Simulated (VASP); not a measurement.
# Os (P6_3/mmc) in VASP: a series of runs

Runs on Os. Level: PBE+D3(BJ). Tasks: single point, relaxation of cell and atoms.

All numbers are computed with VASP 6.6.1; they aren't measurements. Logs are shortened: lines on timing, memory, paths and dates and some standing lists are left out, and cuts for length are marked.

### Step 1. The cell of the first run

It takes space group P6_3/mmc (No. 194, hexagonal). Conventional cell: a = 2.735 Å, b = 2.735 Å, c = 4.327 Å, α = 90.00°, β = 90.00°, γ = 120.00°. Within 3.5 Å of Os (site symmetry -6m2) lie 12 Os at 2.68 to 2.73 Å.

### Step 2. Single point, PBE+D3(BJ)

Input file INCAR:

```
SYSTEM = Os
PREC = Accurate
ENCUT = 520
EDIFF = 1E-7
ISMEAR = 0
SIGMA = 0.1
LREAL = .FALSE.
LASPH = .TRUE.
NELM = 100
ALGO = Fast
ISIF = 2
LWAVE = .FALSE.
LCHARG = .FALSE.
GGA = PE
IVDW = 12
NBANDS = 15
```

Input file KPOINTS:

```
regular mesh
0
G
  18 18 10
  0 0 0
```

Input file POSCAR:

```
Os
1.0
    2.7349334057      0.0000000000      0.0000000000
   -1.3674667029      2.3685218070      0.0000000000
    0.0000000000      0.0000000000      4.3266422340
Os
2
Direct
    0.3333333333      0.6666666667      0.2500000000
    0.6666666667      0.3333333333      0.7500000000
```

Potentials or basis: VASP PAW PBE potentials, release 64 (Os).

Command:

```
$ cat potpaw_PBE.64/Os/POTCAR > POTCAR
$ mpirun -np 1 vasp_std > vasp.out
```

OUTCAR:

```text
SYSTEM = Os
   PREC = Accurate
   ENCUT = 520
   EDIFF = 1E-7
   ISMEAR = 0
   LREAL = .FALSE.
   LASPH = .TRUE.
   NELM = 100
   ISIF = 2
   GGA = PE
   IVDW = 12
 IVDW          = 12

 ion  position               nearest neighbor table
   1  0.333  0.667  0.250-   2 2.68   2 2.68   2 2.68   2 2.68   2 2.68   2 2.68
   2  0.667  0.333  0.750-   1 2.68   1 2.68   1 2.68   1 2.68   1 2.68   1 2.68

  LATTYP: Found a hexagonal cell.
 ALAT       =     2.7349334057
 C/A-ratio  =     1.5819918046

  Lattice vectors:

 A1 = (   2.7349334057,   0.0000000000,   0.0000000000)
 A2 = (  -1.3674667029,   2.3685218070,   0.0000000000)
 A3 = (   0.0000000000,   0.0000000000,   4.3266422340)

Analysis of symmetry for initial positions (statically):
=====================================================================
 Subroutine PRICEL returns:
 Original cell was already a primitive cell.

 Routine SETGRP: Setting up the symmetry group for a
 hexagonal supercell.

 Subroutine GETGRP returns: Found 24 space group operations
 (whereof 12 operations were pure point group operations)
 out of a pool of 24 trial point group operations.

The static configuration has the point symmetry D_3d.
 The point group associated with its full space group is D_6h.

Analysis of symmetry for dynamics (positions and initial velocities):
=====================================================================
 Subroutine PRICEL returns:
 Original cell was already a primitive cell.

 Routine SETGRP: Setting up the symmetry group for a
 hexagonal supercell.

 Subroutine GETGRP returns: Found 24 space group operations
 (whereof 12 operations were pure point group operations)
 out of a pool of 24 trial point group operations.

The dynamic configuration has the point symmetry D_3d.
 The point group associated with its full space group is D_6h.

 Subroutine INISYM returns: Found 24 space group operations
 (whereof 12 operations are pure point group operations),
 and found     1 'primitive' translations

----------------------------------------------------------------------------------------

                                     Primitive cell

  volume of cell :      28.0269

  direct lattice vectors                    reciprocal lattice vectors
     2.734933406  0.000000000  0.000000000     0.365639616  0.211102131  0.000000000
    -1.367466703  2.368521807  0.000000000     0.000000000  0.422204261  0.000000000
     0.000000000  0.000000000  4.326642234     0.000000000  0.000000000  0.231126113

  length of vectors
     2.734933406  2.734933406  4.326642234     0.422204261  0.422204261  0.231126113

  position of ions in fractional coordinates (direct lattice)
     0.333333333  0.666666667  0.250000000
     0.666666667  0.333333333  0.750000000

  ion indices of the primitive-cell ions
   primitive index   ion index
                 1           1
                 2           2

----------------------------------------------------------------------------------------

 KPOINTS: regular mesh

Automatic generation of k-mesh.
 Grid dimensions read from file:
 generate k-points for:   18   18   10

 Generating k-lattice:

  Cartesian coordinates                     Fractional coordinates (reciprocal lattice)
     0.020313312  0.011727896  0.000000000     0.055555556  0.000000000  0.000000000
     0.000000000  0.023455792  0.000000000     0.000000000  0.055555556  0.000000000
     0.000000000  0.000000000  0.023112611     0.000000000  0.000000000  0.100000000

  Length of vectors
     0.023455792  0.023455792  0.023112611

  Shift w.r.t. Gamma in fractional coordinates (k-lattice)
     0.000000000  0.000000000  0.000000000

 Subroutine IBZKPT returns following result:
 ===========================================

 Found    222 irreducible k-points:

 Following reciprocal coordinates:
            Coordinates               Weight
  0.000000  0.000000  0.000000      1.000000
  0.055556 -0.000000  0.000000      6.000000
  0.111111 -0.000000  0.000000      6.000000
  0.166667  0.000000  0.000000      6.000000
  0.222222 -0.000000  0.000000      6.000000
  0.277778  0.000000  0.000000      6.000000
[... 16 lines left out ...]
  0.333333  0.111111  0.000000     12.000000
  0.388889  0.111111  0.000000     12.000000
 [... further k-points ...]
   k-points           NKPTS =    222   k-points in BZ     NKDIM =    222   number of bands    NBANDS=     15
   number of dos      NEDOS =    301   number of ions     NIONS =      2
   total plane-waves  NPLWV =  12800
   dimension x,y,z NGX =    20 NGY =   20 NGZ =   32
   dimension x,y,z NGXF=    40 NGYF=   40 NGZF=   64
   ions per type =               2
   NGX,Y,Z   is equivalent  to a cutoff of  12.16, 12.16, 12.30 a.u.
   NGXF,Y,Z  is equivalent  to a cutoff of  24.31, 24.31, 24.59 a.u.
 SYSTEM =  Os
   PREC   = accura    normal or accurate (medium, high low for compatibility)
   ISTART =      0    job   : 0-new  1-cont  2-samecut
   ICHARG =      2    charge: 1-file 2-atom 10-const
   ISPIN  =      1    spin polarized calculation?
   LNONCOLLINEAR =      F non collinear calculations
   LSORBIT =      F    spin-orbit coupling
   LASPH  =      T    aspherical Exc in radial PAW
   ENCUT  =  520.0 eV  38.22 Ry    6.18 a.u.   5.09  5.09  8.04*2*pi/ulx,y,z
   NELM   =    100;   NELMIN=  2; NELMDL= -5     # of ELM steps
   EDIFF  = 0.1E-06   stopping-criterion for ELM
   LREAL  =      F    real-space projection
   EDIFFG = 0.1E-05   stopping-criterion for IOM
   NSW    =      0    number of steps for IOM
   IBRION =     -1    ionic relax: 0-MD 1-quasi-New 2-CG
   NFREE  =      0    steps in history (QN), initial steepest desc. (CG)
   ISIF   =      2    stress and relaxation
   ISYM   =      2    0-nonsym 1-usesym 2-fastsym
   POTIM  = 0.5000    time-step for ionic-motion
   TEBEG  =    0.0;   TEEND  =   0.0 temperature during run
   PSTRESS=    0.0 pullay stress
   NELECT =      16.0000    total number of electrons
   NUPDOWN=      -1.0000    fix difference up-down
   EMIN   =  10.00;   EMAX   =-10.00  energy-range for DOS
   EFERMI =   0.00;   METHOD = LEGACY
   ISMEAR =     0;   SIGMA  =   0.10  broadening in eV -4-tet -1-fermi 0-gaus
   EFERMI_NEDOS =   21; number of points for ismear=-14 and -15
   IALGO  =     68    algorithm
   IMIX   =      4    mixing-type and parameters
     AMIX     =   0.40;   BMIX     =  1.00
     AMIX_MAG =   1.60;   BMIX_MAG =  1.00
  volume/ion in A,a.u.               =      14.01        94.57
  Fermi-wavevector in a.u.,A,eV,Ry     =   1.358073  2.566386 25.094072  1.844362
  Thomas-Fermi vector in A             =   2.484937
   LORBIT       =      0    0 simple, 1 ext, 2 COOP (PROOUT), +10 PAW based schemes
   GGA     = PE    functional components
   LHFCALC =     F    Hartree Fock is set to
   AEXX    =    0.0000 exact exchange contribution
   IVDW    =    12    specifies the selected vdW correction
   LEPSILON=     F    determine dielectric tensor
   LRPA    =     F    only Hartree local field effects (RPA)
 non-spin polarized calculation
 RMM-DIIS sequential band-by-band and
 Gauss-broadening in eV      SIGMA  =   0.10
  energy-cutoff  :      520.00
  volume of cell :       28.03
 maximum number of plane-waves:       772
   NGX = 11   NGY = 11   NGZ = 17

 number of electron      15.9999999 magnetization

 Free energy of the ion-electron system (eV)
  ---------------------------------------------------
  ext. energy  EPLUGINS =         0.00000000
  ---------------------------------------------------
  free energy    TOTEN  =       -22.48636950 eV

  energy without entropy =      -22.47892067  energy(sigma->0) =      -22.48264509

 E-fermi :   9.4419     XC(G=0): -14.0482

 val. band max:        9.4327472810   @ k =   0.2222   0.0556   0.3000
 cond. band min:       9.4518064175   @ k =   0.0000   0.0000   0.0000
 fundamental gap:      0.0190591365
 Fermi energy:         9.4419403235

 k-point     1 :       0.0000    0.0000    0.0000
  band No.  band energies     occupation
      1      -1.4869      2.00000
      2       1.6627      2.00000
      3       6.3932      2.00000
      4       6.3932      2.00000
      5       6.6329      2.00000
      6       7.2286      2.00000
      7       7.2286      2.00000
      8       7.8950      2.00000
      9       7.8950      2.00000
     10       9.4518      0.88903
     11      11.1249      0.00000
     12      11.1249      0.00000
     13      18.4780      0.00000
     14      23.4826      0.00000
     15      26.1745      0.00000

 k-point     2 :       0.0556   -0.0000    0.0000
  band No.  band energies     occupation
      1      -1.3615      2.00000
      2       1.7748      2.00000
      3       6.1042      2.00000
      4       6.5035      2.00000
      5       6.8874      2.00000
      6       7.1524      2.00000
      7       7.3317      2.00000
      8       7.7436      2.00000
      9       7.8047      2.00000
     10       8.8517      2.00000
     11      11.1877      0.00000
     12      11.9085      0.00000
     13      18.4687      0.00000
     14      23.7437      0.00000
     15      26.3400      0.00000

 k-point     3 :       0.1111   -0.0000    0.0000
  band No.  band energies     occupation
      1      -0.9956      2.00000
      2       2.0890      2.00000
      3       5.6839      2.00000
      4       6.8301      2.00000
      5       6.9169      2.00000
      6       7.1316      2.00000
      7       7.2814      2.00000
      8       7.5654      2.00000
      9       7.6360      2.00000
     10       8.2195      2.00000
     11      11.3469      0.00000
     12      13.2570      0.00000
     13      18.4217      0.00000
     14      24.4532      0.00000
     15      26.7738      0.00000
[... 343 lines left out ...]
 k-point    23 :       0.3333    0.1111    0.0000
  band No.  band energies     occupation
      1       2.4905      2.00000
      2       2.8741      2.00000
      3       3.3557      2.00000
      4       5.4788      2.00000
      5       5.8949      2.00000
      6       6.9897      2.00000
      7       7.1917      2.00000
      8      10.2006      0.00000
      9      11.0097      0.00000
     10      11.8981      0.00000
     11      12.3360      0.00000
     12      17.9405      0.00000
     13      18.5131      0.00000
     14      20.7889      0.00000
     15      21.0026      0.00000

 k-point    24 :       0.3889    0.1111    0.0000
  band No.  band energies     occupation
      1       2.6427      2.00000
      2       2.7550      2.00000
      3       3.0902      2.00000
      4       5.8425      2.00000
      5       5.9342      2.00000
      6       6.8145      2.00000
      7       7.5141      2.00000
      8      11.0203      0.00000
      9      11.4575      0.00000
     10      11.9270      0.00000
     11      13.3505      0.00000
     12      16.3804      0.00000
     13      18.8504      0.00000
     14      19.9542      0.00000
     15      21.6600      0.00000

 [... further k-points ...]

------------------------ aborting loop because EDIFF is reached ----------------------------------------

 Edisp (eV)   -1.30650

 E8    (eV) :    -0.6422

  FORCE on cell =-STRESS in cart. coord.  units (eV):
  Direction    XX          YY          ZZ          XY          YZ          ZX
  --------------------------------------------------------------------------------------
  -------------------------------------------------------------------------------------
  Total       0.00988     0.00988    -0.01216    -0.00000    -0.00000     0.00000
  in kB       0.56461     0.56461    -0.69500    -0.00000    -0.00000     0.00000
  external pressure =        0.14 kB  Pullay stress =        0.00 kB

 VOLUME and BASIS-vectors are now :
 -----------------------------------------------------------------------------
  energy-cutoff  :      520.00
  volume of cell :       28.03
      direct lattice vectors                 reciprocal lattice vectors
     2.734933406  0.000000000  0.000000000     0.365639616  0.211102131  0.000000000
    -1.367466703  2.368521807  0.000000000     0.000000000  0.422204261  0.000000000
     0.000000000  0.000000000  4.326642234     0.000000000  0.000000000  0.231126113

 POSITION                                       TOTAL-FORCE (eV/Angst)
 -----------------------------------------------------------------------------------
     -0.00000      1.57901      1.08166         0.000000     -0.000000      0.000000
      1.36747      0.78951      3.24498        -0.000000      0.000000      0.000000
 -----------------------------------------------------------------------------------
    total drift:                               -0.000000      0.000000     -0.000000

  FREE ENERGIE OF THE ION-ELECTRON SYSTEM (eV)
  ---------------------------------------------------
  free  energy   TOTEN  =       -23.7928727933 eV

  energy  without entropy=      -23.7854239606  energy(sigma->0) =      -23.78914838
```

Run time: 79 s. Hardware: 1 thread of Intel Xeon Platinum 8488C (Sapphire Rapids), shared host; peak memory 0.2 GiB.

Results:

```yaml
Free_energy: -23.7929 eV
Pressure: 0.0 GPa
Band_gap_on_the_k_mesh: zero (band 8 reaches 11.48 eV, above the bottom of band 9 at 7.55 eV)
Dispersion_energy_per_atom: -0.653 eV
```

Caveat: spin-orbit coupling is left out, which moves the levels of the heavy elements; pairwise dispersion overbinds metals, which lowers pressure and volume.

(Continued in part 2 of 2.)
